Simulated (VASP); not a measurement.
# Li (C2/m) in VASP: a series of runs, part 3 of 3

VASP 6.6.1. The steps go on from the part before.

**4. Single point, PBE (18.98 Å³/atom)**

This run uses another cell than the first one, of 18.98 Å³/atom.

Contents of INCAR:

```
ALGO = Fast
EDIFF = 1E-6
ENCUT = 520
GGA = PE
ISIF = 2
ISMEAR = 0
LASPH = True
LCHARG = True
LELF = True
LREAL = False
LVHAR = True
LWAVE = False
NBANDS = 8
NELM = 60
PREC = Accurate
SIGMA = 0.1
```

Contents of KPOINTS:

```
k-points
0
Gamma
  22 22 22
```

Contents of POSCAR:

```
Li
1.0
    2.5949432663     -1.4982422924     -0.0634924776
    2.5949432663      1.4982422924     -0.0634924776
   -1.6636512061      0.0000000000      2.4820327862
Li
1
Direct
    0.0000000000      0.0000000000      0.5000000000
```

Potentials or basis: VASP PAW PBE potentials, release 64 (Li_sv).

Started as:

```console
> cat potpaw_PBE.64/Li_sv/POTCAR > POTCAR
> mpirun -np 1 vasp_std > vasp.out
```

OUTCAR:

```text
EDIFF = 1E-6
   ENCUT = 520
   GGA = PE
   ISIF = 2
   ISMEAR = 0
   LASPH = True
   LREAL = False
   NELM = 60
   PREC = Accurate

 ion  position               nearest neighbor table
   1  0.000  0.000  0.500-

  Warning from LATTYP: Got some problem with cell dimensions!
  Tried to take original basis but could not verify dimensions!
  LATTYP: Found a base centered monoclinic cell.
 ALAT       =     5.1832970687
 B/A-ratio  =     0.5781039645
 C/A-ratio  =     0.5764695766
 COS(beta)  =    -0.5751059369

  Lattice vectors:

 A1 = (  -0.9312920602,   1.4982422924,  -2.4185403086)
 A2 = (  -0.9312920602,  -1.4982422924,  -2.4185403086)
 A3 = (  -1.6636512061,   0.0000000000,   2.4820327862)

Analysis of symmetry for initial positions (statically):
=====================================================================
 Subroutine PRICEL returns:
 Original cell was already a primitive cell.

 Routine SETGRP: Setting up the symmetry group for a
 base centered monoclinic supercell.

 Subroutine GETGRP returns: Found  4 space group operations
 (whereof  4 operations were pure point group operations)
 out of a pool of  4 trial point group operations.

The static configuration has the point symmetry C_2h.

Analysis of symmetry for dynamics (positions and initial velocities):
=====================================================================
 Subroutine PRICEL returns:
 Original cell was already a primitive cell.

 Routine SETGRP: Setting up the symmetry group for a
 base centered monoclinic supercell.

 Subroutine GETGRP returns: Found  4 space group operations
 (whereof  4 operations were pure point group operations)
 out of a pool of  4 trial point group operations.

The dynamic configuration has the point symmetry C_2h.

 Subroutine INISYM returns: Found  4 space group operations
 (whereof  4 operations are pure point group operations),
 and found     1 'primitive' translations

----------------------------------------------------------------------------------------

                                     Primitive cell

  volume of cell :      18.9830

  direct lattice vectors                    reciprocal lattice vectors
     2.594943266 -1.498242292 -0.063492478     0.195895160 -0.333724393  0.131304156
     2.594943266  1.498242292 -0.063492478     0.195895160  0.333724393  0.131304156
    -1.663651206  0.000000000  2.482032786     0.010022325  0.000000000  0.409613305

  length of vectors
     2.997080549  2.997080549  2.988013067     0.408641243  0.408641243  0.409735898

  position of ions in fractional coordinates (direct lattice)
     0.000000000  0.000000000  0.500000000

  ion indices of the primitive-cell ions
   primitive index   ion index
                 1           1

----------------------------------------------------------------------------------------

 KPOINTS: k-points

Automatic generation of k-mesh.
 Grid dimensions read from file:
 generate k-points for:   22   22   22

 Generating k-lattice:

  Cartesian coordinates                     Fractional coordinates (reciprocal lattice)
     0.008904325 -0.015169291  0.005968371     0.045454545 -0.000000000  0.000000000
     0.008904325  0.015169291  0.005968371    -0.000000000  0.045454545  0.000000000
     0.000455560  0.000000000  0.018618787    -0.000000000 -0.000000000  0.045454545

  Length of vectors
     0.018574602  0.018574602  0.018624359

  Shift w.r.t. Gamma in fractional coordinates (k-lattice)
     0.000000000  0.000000000  0.000000000

 Subroutine IBZKPT returns following result:
 ===========================================

 Found   2796 irreducible k-points:

 Following reciprocal coordinates:
            Coordinates               Weight
  0.000000  0.000000  0.000000      1.000000
  0.045455  0.000000 -0.000000      4.000000
  0.090909  0.000000 -0.000000      4.000000
  0.136364  0.000000  0.000000      4.000000
  0.181818  0.000000 -0.000000      4.000000
  0.227273  0.000000  0.000000      4.000000
[... 16 lines left out ...]
  0.500000  0.045455  0.000000      4.000000
 -0.454545  0.045455 -0.000000      4.000000
 [... further k-points ...]
   k-points           NKPTS =   2796   k-points in BZ     NKDIM =   2796   number of bands    NBANDS=      8
   number of dos      NEDOS =    301   number of ions     NIONS =      1
   total plane-waves  NPLWV =  13824
   dimension x,y,z NGX =    24 NGY =   24 NGZ =   24
   dimension x,y,z NGXF=    48 NGYF=   48 NGZF=   48
   ions per type =               1
   NGX,Y,Z   is equivalent  to a cutoff of  13.31, 13.31, 13.35 a.u.
   NGXF,Y,Z  is equivalent  to a cutoff of  26.63, 26.63, 26.71 a.u.
 SYSTEM =  unknown system
   PREC   = accura    normal or accurate (medium, high low for compatibility)
   ISTART =      0    job   : 0-new  1-cont  2-samecut
   ICHARG =      2    charge: 1-file 2-atom 10-const
   ISPIN  =      1    spin polarized calculation?
   LNONCOLLINEAR =      F non collinear calculations
   LSORBIT =      F    spin-orbit coupling
   LASPH  =      T    aspherical Exc in radial PAW
   ENCUT  =  520.0 eV  38.22 Ry    6.18 a.u.   5.57  5.57  5.56*2*pi/ulx,y,z
   NELM   =     60;   NELMIN=  2; NELMDL= -5     # of ELM steps
   EDIFF  = 0.1E-05   stopping-criterion for ELM
   LREAL  =      F    real-space projection
   EDIFFG = 0.1E-04   stopping-criterion for IOM
   NSW    =      0    number of steps for IOM
   IBRION =     -1    ionic relax: 0-MD 1-quasi-New 2-CG
   NFREE  =      0    steps in history (QN), initial steepest desc. (CG)
   ISIF   =      2    stress and relaxation
   ISYM   =      2    0-nonsym 1-usesym 2-fastsym
   POTIM  = 0.5000    time-step for ionic-motion
   TEBEG  =    0.0;   TEEND  =   0.0 temperature during run
   PSTRESS=    0.0 pullay stress
   NELECT =       3.0000    total number of electrons
   NUPDOWN=      -1.0000    fix difference up-down
   EMIN   =  10.00;   EMAX   =-10.00  energy-range for DOS
   EFERMI =   0.00;   METHOD = LEGACY
   ISMEAR =     0;   SIGMA  =   0.10  broadening in eV -4-tet -1-fermi 0-gaus
   EFERMI_NEDOS =   21; number of points for ismear=-14 and -15
   IALGO  =     68    algorithm
   IMIX   =      4    mixing-type and parameters
     AMIX     =   0.40;   BMIX     =  1.00
     AMIX_MAG =   1.60;   BMIX_MAG =  1.00
  volume/ion in A,a.u.               =      18.98       128.10
  Fermi-wavevector in a.u.,A,eV,Ry     =   0.885102  1.672600 10.658878  0.783405
  Thomas-Fermi vector in A             =   2.006091
   LORBIT       =      0    0 simple, 1 ext, 2 COOP (PROOUT), +10 PAW based schemes
   GGA     = PE    functional components
   LHFCALC =     F    Hartree Fock is set to
   AEXX    =    0.0000 exact exchange contribution
   IVDW    =     0    specifies the selected vdW correction
   LEPSILON=     F    determine dielectric tensor
   LRPA    =     F    only Hartree local field effects (RPA)
 non-spin polarized calculation
 RMM-DIIS sequential band-by-band and
 Gauss-broadening in eV      SIGMA  =   0.10
  energy-cutoff  :      520.00
  volume of cell :       18.98
 maximum number of plane-waves:       533
   NGX = 11   NGY = 11   NGZ = 11

 number of electron       2.9999996 magnetization

 Free energy of the ion-electron system (eV)
  ---------------------------------------------------
  ext. energy  EPLUGINS =         0.00000000
  ---------------------------------------------------
  free energy    TOTEN  =        -1.90361893 eV

  energy without entropy =       -1.90126286  energy(sigma->0) =       -1.90244089

 E-fermi :   0.8292     XC(G=0):  -7.2062

 val. band max:        0.8281139920   @ k =  -0.2727   0.2727   0.0000
 cond. band min:       0.8299259770   @ k =  -0.4545  -0.0000   0.2727
 fundamental gap:      0.0018119851
 Fermi energy:         0.8292048913

 k-point     1 :       0.0000    0.0000    0.0000
  band No.  band energies     occupation
      1     -45.6098      2.00000
      2      -2.8308      2.00000
      3      15.8123      0.00000
      4      15.8378      0.00000
      5      15.8861      0.00000
      6      19.7870      0.00000
      7      19.8144      0.00000
      8      19.8906      0.00000
[... 243 lines left out ...]
 k-point    24 :      -0.4545    0.0455   -0.0000
  band No.  band energies     occupation
      1     -45.5865      2.00000
      2       0.7059      1.91881
      3       4.1002      0.00000
      4      13.6610      0.00000
      5      14.0076      0.00000
      6      17.3008      0.00000
      7      18.3564      0.00000
      8      20.0198      0.00000

 [... further k-points ...]

------------------------ aborting loop because EDIFF is reached ----------------------------------------

  FORCE on cell =-STRESS in cart. coord.  units (eV):
  Direction    XX          YY          ZZ          XY          YZ          ZX
  --------------------------------------------------------------------------------------
  -------------------------------------------------------------------------------------
  Total        0.1067891      0.1046626      0.1124596      0.0000000      0.0000000     -0.0016693
  in kB        9.0130456      8.8335674      9.4916383      0.0000000      0.0000000     -0.1408931
  external PRESSURE =       9.1127504 kB  Pullay stress =       0.0000000 kB

 VOLUME and BASIS-vectors are now :
 -----------------------------------------------------------------------------
  energy-cutoff  :      520.00
  volume of cell :       18.98
      direct lattice vectors                 reciprocal lattice vectors
     2.594943266 -1.498242292 -0.063492478     0.195895160 -0.333724393  0.131304156
     2.594943266  1.498242292 -0.063492478     0.195895160  0.333724393  0.131304156
    -1.663651206  0.000000000  2.482032786     0.010022325  0.000000000  0.409613305

 POSITION                                       TOTAL-FORCE (eV/Angst)
 -----------------------------------------------------------------------------------
     -0.83183      0.00000      1.24102        -0.000000      0.000000      0.000000
 -----------------------------------------------------------------------------------
    total drift:                               -0.000000     -0.000000      0.000000

  FREE ENERGIE OF THE ION-ELECTRON SYSTEM (eV)
  ---------------------------------------------------
  free  energy   TOTEN  =        -1.9036189266 eV

  energy  without entropy=       -1.9012628573  energy(sigma->0) =       -1.90244089
```

Wall time 2.4 min (1 thread of Intel Xeon 6975P-C (Granite Rapids), shared host); peak memory 0.42 GiB.

Results:

* Free energy: -1.9036 eV
* Band gap on the k mesh: zero (an odd number of electrons rules out a gap without spin polarisation)

Levels at points of the mesh, in eV from the Fermi level:
```csv
k point,band 1,band 2,band 3,band 4,band 5
"(0.00, 0.00, 0.00)",-46.44,-3.66,14.98,15.01,15.06
"(0.50, 0.00, 0.00)",-46.42,-0.07,3.12,13.20,13.25
"(0.50, 0.50, 0.00)",-46.41,1.54,4.91,8.78,8.86
"(0.00, 0.00, 0.50)",-46.42,-0.05,3.15,13.17,13.19
"(0.50, 0.00, 0.50)",-46.41,1.57,4.94,8.77,8.80
"(0.50, 0.50, 0.50)",-46.42,-0.06,3.13,13.20,13.21
```

Caveat: the cutoff is under 1.25 times the usual one of these potentials, so pressure, stress and relaxed cells hold a basis-set (Pulay) error.

**5. Single point, PBE (20.80 Å³/atom)**

This run uses another cell than the first one, of 20.80 Å³/atom.

Contents of INCAR:

```
SYSTEM = Li
ALGO = Fast
EDIFF = 1E-7
ENCUT = 520
GGA = PE
ISIF = 2
ISMEAR = 0
LASPH = .True.
LCHARG = .False.
LREAL = .False.
LWAVE = .False.
NBANDS = 8
NELM = 60
PREC = Accurate
SIGMA = 0.1
```

Contents of KPOINTS:

```
k-points
0
Gamma
  22 22 22
  0 0 0
```

Contents of POSCAR:

```
Li
1.0
    2.6752497016     -1.5446088158     -0.0654573971
    2.6752497016      1.5446088158     -0.0654573971
   -1.7151366854      0.0000000000      2.5588449491
Li
1
Direct
    0.0000000000      0.0000000000      0.5000000000
```

Started as:

```console
> cat potpaw_PBE.64/Li_sv/POTCAR > POTCAR
> mpirun -np 1 vasp_std > vasp.out
```

It took 3.2 min on 1 thread of Intel Xeon 6975P-C (Granite Rapids), shared host; peak memory 0.45 GiB.

The run converged. Its results:

```yaml
Free_energy: -1.9069 eV
Band_gap_on_the_k_mesh: zero (an odd number of electrons rules out a gap without spin polarisation)
```

Levels at points of the mesh, in eV from the Fermi level:
| k point | band 1 | band 2 | band 3 | band 4 | band 5 | band 6 | band 7 |
| --- | --- | --- | --- | --- | --- | --- | --- |
| (0.00, 0.00, 0.00) | -46.59 | -3.54 | 14.04 | 14.07 | 14.11 | 17.88 | 17.90 |
| (0.50, 0.00, 0.00) | -46.57 | -0.03 | 2.82 | 12.38 | 12.43 | 16.27 | 16.35 |
| (0.50, 0.50, 0.00) | -46.57 | 1.48 | 4.58 | 8.25 | 8.33 | 10.47 | 15.02 |
| (0.00, 0.00, 0.50) | -46.57 | -0.01 | 2.85 | 12.35 | 12.37 | 16.25 | 16.28 |
| (0.50, 0.00, 0.50) | -46.57 | 1.50 | 4.61 | 8.25 | 8.28 | 10.44 | 15.00 |
| (0.50, 0.50, 0.50) | -46.57 | -0.02 | 2.83 | 12.38 | 12.39 | 16.29 | 16.30 |

Caveat: the cutoff is under 1.25 times the usual one of these potentials, so pressure, stress and relaxed cells hold a basis-set (Pulay) error.

**6. Single point, PBE (21.41 Å³/atom)**

This run uses another cell than the first one, of 21.41 Å³/atom.

Contents of INCAR:

```
SYSTEM = Li
PREC = Accurate
ENCUT = 520
EDIFF = 1E-7
ISMEAR = 0
SIGMA = 0.1
LREAL = .False.
LASPH = .True.
NELM = 80
ALGO = Fast
ISIF = 2
LWAVE = .False.
LCHARG = .False.
GGA = PE
NBANDS = 8
```

Contents of KPOINTS:

```
regular mesh
0
Gamma
  22 22 22
  0 0 0
```

Contents of POSCAR:

```
Li
1.0
    2.7009748345     -1.5594617348     -0.0660868338
    2.7009748345      1.5594617348     -0.0660868338
   -1.7316293960      0.0000000000      2.5834507369
Li
1
Direct
    0.0000000000      0.0000000000      0.5000000000
```

Potentials or basis: VASP PAW PBE potentials, release 64 (Li_sv).

Started as:

```console
> cat potpaw_PBE.64/Li_sv/POTCAR > POTCAR
> mpirun -np 1 vasp_std > vasp.out
```

It took 3.2 min on 1 thread of Intel Xeon 6975P-C (Granite Rapids), shared host; peak memory 0.46 GiB.

The run converged. Its results:

```
Free energy            : -1.9050 eV
Band gap on the k mesh : zero (an odd number of electrons rules out a gap without spin polarisation)
```

Levels at points of the mesh, in eV from the Fermi level:
```
           k point  band 1  band 2  band 3  band 4  band 5
(0.00, 0.00, 0.00)  -46.64   -3.50   13.76   13.78   13.83
(0.50, 0.00, 0.00)  -46.63   -0.02    2.73   12.13   12.18
(0.50, 0.50, 0.00)  -46.62    1.46    4.48    8.10    8.17
(0.00, 0.00, 0.50)  -46.63    0.00    2.76   12.10   12.12
(0.50, 0.00, 0.50)  -46.62    1.48    4.51    8.09    8.12
(0.50, 0.50, 0.50)  -46.63   -0.01    2.74   12.13   12.14
```

Caveat: the cutoff is under 1.25 times the usual one of these potentials, so pressure, stress and relaxed cells hold a basis-set (Pulay) error.

**7. Overview**

```csv
cell,further INCAR settings,gap on the mesh (eV)
"a = 2.932, b = 2.932, c = 2.923 Å, angles 120.0, 120.0, 60.0°, 1 atom",ALGO = Fast; EDIFF = 1e-07; NBANDS = 8,none
"a = 2.965, b = 2.965, c = 2.956 Å, angles 120.0, 120.0, 60.0°, 1 atom",ALGO = Fast; EDIFF = 1e-06; NBANDS = 8,none
"a = 2.997, b = 2.997, c = 2.988 Å, angles 120.0, 120.0, 60.0°, 1 atom",ALGO = Fast; EDIFF = 1e-06; NBANDS = 8,none
"a = 3.090, b = 3.090, c = 3.080 Å, angles 120.0, 120.0, 60.0°, 1 atom",ALGO = Fast; EDIFF = 1e-07; NBANDS = 8,none
"a = 3.120, b = 3.120, c = 3.110 Å, angles 120.0, 120.0, 60.0°, 1 atom",ALGO = Fast; EDIFF = 1e-07; NBANDS = 8,none
```

Alike in all rows: task single point; level PBE; potentials or basis VASP PAW PBE potentials, release 64 (Li_sv); no spin polarisation; k mesh 22 × 22 × 22; cutoff (eV) 520; smearing gaussian 0.1 eV.

Caveats: the cutoff is under 1.25 times the usual one of these potentials, so pressure, stress and relaxed cells hold a basis-set (Pulay) error.

Absolute energies hang on the potentials; compare differences alone.
